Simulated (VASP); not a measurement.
## TiSi2: single point with PBEsol

The system is TiSi2.

```
CELL_PARAMETERS angstrom
1.68818 -6.40716 0.00000
1.68818 6.40716 0.00000
0.00000 0.00000 3.84006
ATOMIC_POSITIONS crystal
Ti 0.89752 0.10248 0.75000
Ti 0.10248 0.89752 0.25000
Si 0.55999 0.44001 0.75000
Si 0.44001 0.55999 0.25000
Si 0.24972 0.75028 0.75000
Si 0.75028 0.24972 0.25000
```

This cell differs from its parent crystal: strain -0.040 along x and y, +0.080 along z.

```
Program             : VASP 6.6.1
Task                : single point
Functional          : PBEsol
Potentials or basis : VASP PAW PBE potentials, release 64 (Ti_sv, Si)
Cutoff              : 520 eV
k mesh              : 14 × 14 × 14
Occupations         : gaussian, width 0.15 eV
Spin                : no spin polarisation
```

```yaml
Pressure: 0.2 GPa
Largest_force: 0.481 eV/Å
Band_gap_on_the_k_mesh: zero (bands 20 and 21 overlap by 1.28 eV)
```

Forces on the atoms (eV/Å):
```
Ti   0.000 -0.435  0.000
Ti   0.000  0.435  0.000
Si   0.000 -0.013  0.000
Si   0.000  0.013  0.000
Si   0.000  0.481  0.000
Si   0.000 -0.481  0.000
```

Stress tensor (GPa, compression positive):
```
  6.86   0.00   0.00
  0.00   9.70   0.00
  0.00   0.00 -15.97
```

Levels at points of the mesh, in eV from the Fermi level:
```tsv
k point	band 17	band 18	band 19	band 20	band 21	band 22	band 23	band 24
(0.00, 0.00, 0.00)	-1.61	-1.40	-1.31	-0.15	0.54	0.58	0.97	1.89
(0.50, 0.00, 0.00)	-2.21	-1.06	-0.97	-0.85	-0.79	0.29	0.67	1.38
(0.50, 0.50, 0.00)	-2.13	-1.10	-1.08	0.30	0.43	0.79	1.12	1.73
(0.00, 0.00, 0.50)	-1.21	-1.21	0.48	0.48	0.82	0.82	1.63	1.63
(0.50, 0.00, 0.50)	-2.69	-2.69	-2.31	-2.31	1.26	1.26	2.38	2.38
(0.50, 0.50, 0.50)	-1.47	-1.47	-0.53	-0.53	0.88	0.88	1.12	1.12
```

Run time: 43 min on 1 thread of Intel Xeon 8259CL (shared host), peak memory 0.92 GiB.

Caveat: the cell differs from its parent crystal (strain -0.040 along x and y, +0.080 along z); the stress differs along the axes, from -16 to 10 GPa; the PAW data sets were made with another functional, which shifts forces and pressure a little.
